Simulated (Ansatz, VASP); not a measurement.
SiO3 in VASP and in Ansatz

```
Si O
1.0
    -1.39633    1.39633    4.41032
     1.39633   -1.39633    4.41032
     1.39633    1.39633   -4.41032
Si O
1 3
Direct
  0.00000 0.00000 0.00000
  0.75000 0.25000 0.50000
  0.25000 0.75000 0.50000
  0.50000 0.50000 0.00000
```

Change from the starting cell: species swapped into the Zr3Cd type (I4/mmm, No. 139).

Alike in both runs: functional PBE; k mesh 7 × 7 × 7; occupations gaussian, width 0.2 eV; no spin polarisation.

Ansatz relaxed the structure, and its values are those at the end. VASP's run is a single point on that final structure, the one shown.

|  | VASP | Ansatz |
| --- | --- | --- |
| version | VASP 6.6.1 | Ansatz 0.2.0 |
| potentials or method | VASP PAW PBE potentials, release 64 (Si, O), cutoff 600 eV | scalar-relativistic, plane waves, PAW |
| valence electrons in the cell | 22 | 22 |

|  | VASP | Ansatz | Ansatz less VASP |
| --- | --- | --- | --- |
| gap on the k mesh at the Fermi level (eV) | none | none | - |
| pressure (GPa) | 0.0 | 0.2 | +0.23 |

A gap of «none» marks a metal or a gap that the smearing closes. The functional is the same, so the differences come from potentials, cutoffs and numerics.

The k mesh is coarse, so the values compare programs but aren't converged.
